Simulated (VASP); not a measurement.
Wanted: the native input for a VASP 6.6.1 run.

```
Task                   : single point
Functional             : PBEsol
Potentials or basis    : VASP PAW PBE potentials, release 64 (Ga_d, P)
Cutoff                 : 500 eV
k mesh                 : 8 × 8 × 8
Occupations            : gaussian, width 0.01 eV
Spin                   : no spin polarisation
Dipole correction      : no
Further INCAR settings : ALGO = Normal; EDIFF = 1e-06; NBANDS = 16
```

The structure of GaP (sol) lies in POSCAR:

```
GaP
1.0
    0.0000000000      2.7192248534      2.7192248534
    2.7192248534      0.0000000000      2.7192248534
    2.7192248534      2.7192248534      0.0000000000
Ga P
1 1
Direct
    0.0000000000      0.0000000000      0.0000000000
    0.2500000000      0.2500000000      0.2500000000
```

These files were run (other wordings do the same):

INCAR

```
PREC     = Accurate       # precision mode
ENCUT    = 500            # plane-wave cutoff, eV
EDIFF    = 1E-6           # SCF threshold, eV
ISMEAR   = 0              # smearing method
SIGMA    = 0.01           # smearing width, eV
LREAL    = F              # projectors in reciprocal space
LASPH    = T              # aspherical terms in the spheres
NELM     = 120            # most SCF steps
ALGO     = Normal         # electronic algorithm
ISIF     = 2              # what is computed and relaxed
LWAVE    = F              # write WAVECAR
LCHARG   = F              # write CHGCAR
GGA      = PS             # functional
NBANDS   = 16             # bands
GGA_COMPAT= F
```

KPOINTS

```
regular mesh
0
Gamma
  8 8 8
```

Potentials or basis: VASP PAW PBE potentials, release 64 (Ga_d, P).

Launch:

```console
$ cat potpaw_PBE.64/Ga_d/POTCAR potpaw_PBE.64/P/POTCAR > POTCAR
$ mpirun -np 1 vasp_std > vasp.out
```

Results of the run:

```json
{
 "Pressure": "-0.1 GPa",
 "Band gap on the k mesh": "1.50 eV, indirect (least direct gap 1.80 eV)"
}
```

Caveat: the PAW data sets were made with another functional, which shifts forces and pressure a little.

Run time: 15 s on 1 thread of Intel Xeon 6975P-C, with other jobs on the host, peak memory 0.16 GiB.
